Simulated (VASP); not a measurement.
# Ta3N5: single point with r2SCAN

The system is Ta3N5.

```
CELL_PARAMETERS angstrom
1.87399 -4.90221 0.00000
1.87399 4.90221 0.00000
0.00000 0.00000 9.79733
ATOMIC_POSITIONS crystal
Ta 0.79880 0.20120 0.25000
Ta 0.20120 0.79880 0.75000
Ta 0.86627 0.13373 0.56020
Ta 0.13373 0.86627 0.06020
Ta 0.13373 0.86627 0.43980
Ta 0.86627 0.13373 0.93980
N 0.23483 0.76517 0.25000
N 0.76517 0.23483 0.75000
N 0.95288 0.04712 0.12332
N 0.04712 0.95288 0.62332
N 0.04712 0.95288 0.87668
N 0.95288 0.04712 0.37668
N 0.68761 0.31239 0.07071
N 0.31239 0.68761 0.57071
N 0.31239 0.68761 0.92929
N 0.68761 0.31239 0.42929
```

```
Program                : VASP 6.6.1
Task                   : single point
Functional             : r2SCAN
Potentials or basis    : VASP PAW PBE potentials, release 64 (Ta_pv, N)
Cutoff                 : 520 eV
k mesh                 : 8 × 8 × 4
Occupations            : gaussian, width 0.02 eV
Spin                   : no spin polarisation
Dipole correction      : no
Further INCAR settings : LREAL = Auto; ALGO = Normal; EDIFF = 1e-07; NBANDS = 72
```

The pressure is 45.4 GPa and the largest force is 0.095 eV/Å. The band gap on the k mesh is 1.51 eV (least direct gap 1.82 eV).

Forces in eV/Å, atoms in the order of the input:
```
Ta   0.000  0.019  0.000
Ta   0.000 -0.019  0.000
Ta   0.000  0.055  0.015
Ta   0.000 -0.055  0.015
Ta   0.000 -0.055 -0.015
Ta   0.000  0.055 -0.015
N    0.000  0.005  0.000
N    0.000 -0.005  0.000
N    0.000  0.028  0.091
N    0.000 -0.028  0.091
N    0.000 -0.028 -0.091
N    0.000  0.028 -0.091
N    0.000  0.032 -0.022
N    0.000 -0.032 -0.022
N    0.000 -0.032  0.022
N    0.000  0.032  0.022
```

Stress tensor (GPa, compression positive):
```
45.58  0.00  0.00
 0.00 45.55  0.00
 0.00  0.00 45.21
```

Levels at points of the mesh, in eV from the valence-band top:
| k point | band 54 | band 55 | band 56 | band 57 | band 58 | band 59 | band 60 | band 61 | band 62 | band 63 |
| --- | --- | --- | --- | --- | --- | --- | --- | --- | --- | --- |
| (0.00, 0.00, 0.00) | -0.98 | -0.95 | -0.77 | -0.27 | -0.07 | 1.76 | 2.06 | 2.50 | 3.01 | 3.48 |
| (0.50, 0.00, 0.00) | -1.61 | -1.37 | -1.29 | -0.64 | -0.57 | 2.05 | 2.22 | 3.29 | 3.77 | 3.81 |
| (0.50, 0.50, 0.00) | -1.51 | -1.17 | -1.04 | -0.77 | -0.44 | 1.51 | 2.47 | 2.65 | 3.66 | 3.67 |
| (0.00, 0.00, 0.50) | -1.27 | -0.98 | -0.98 | -0.59 | -0.59 | 1.93 | 1.93 | 3.03 | 3.03 | 3.27 |
| (0.50, 0.00, 0.50) | -2.24 | -0.93 | -0.93 | -0.67 | -0.67 | 2.37 | 2.37 | 3.38 | 3.38 | 3.89 |
| (0.50, 0.50, 0.50) | -1.60 | -1.43 | -1.43 | -0.77 | -0.77 | 2.02 | 2.02 | 3.15 | 3.15 | 3.72 |

Wall time 3.5 h on 1 thread of Oxide Virtual Turin-like Processor, on a shared host, peak memory 0.68 GiB.

Caveat: the cell stands under pressure; the PAW data sets were made with another functional, which shifts forces and pressure a little; spin-orbit coupling is left out, which moves the levels of the heavy elements. A k mesh can miss the band edges.
